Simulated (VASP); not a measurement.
Here is a VASP 6.6.1 calculation.

The input INCAR:

```
PREC     = Accurate       # precision mode
ENCUT    = 520            # plane-wave cutoff, eV
EDIFF    = 1E-6           # SCF threshold, eV
ISMEAR   = -1             # smearing method
SIGMA    = 0.05           # smearing width, eV
LREAL    = F              # projectors in reciprocal space
LASPH    = T              # aspherical terms in the spheres
NELM     = 80             # most SCF steps
ALGO     = Normal         # electronic algorithm
ISIF     = 2              # what is computed and relaxed
LWAVE    = F              # write WAVECAR
LCHARG   = F              # write CHGCAR
GGA      = PE             # functional
NBANDS   = 18             # bands
```

KPOINTS

```
Automatic mesh
0
Gamma
  9 9 9
```

Contents of POSCAR:

```
ZnCu
1.0
    2.8943451384      0.0000000000      0.0000000000
    0.0000000000      2.8943451384      0.0000000000
    0.0000000000      0.0000000000      2.8943451384
Zn Cu
1 1
Direct
    0.5000000000      0.5000000000      0.5000000000
    0.0000000000      0.0000000000      0.0000000000
```

Potentials or basis: VASP PAW PBE potentials, release 64 (Zn, Cu).

Launch:

```bash
$ cat potpaw_PBE.64/Zn/POTCAR potpaw_PBE.64/Cu/POTCAR > POTCAR
$ mpirun -np 1 vasp_std > vasp.out
```

**Question.** Predict the band gap on the k mesh.

**Answer.** Zero (an odd number of electrons rules out a gap without spin polarisation).

**Question.** Predict the pressure.

**Answer.** 10.6 GPa.

Caveat: the cell stands under pressure.
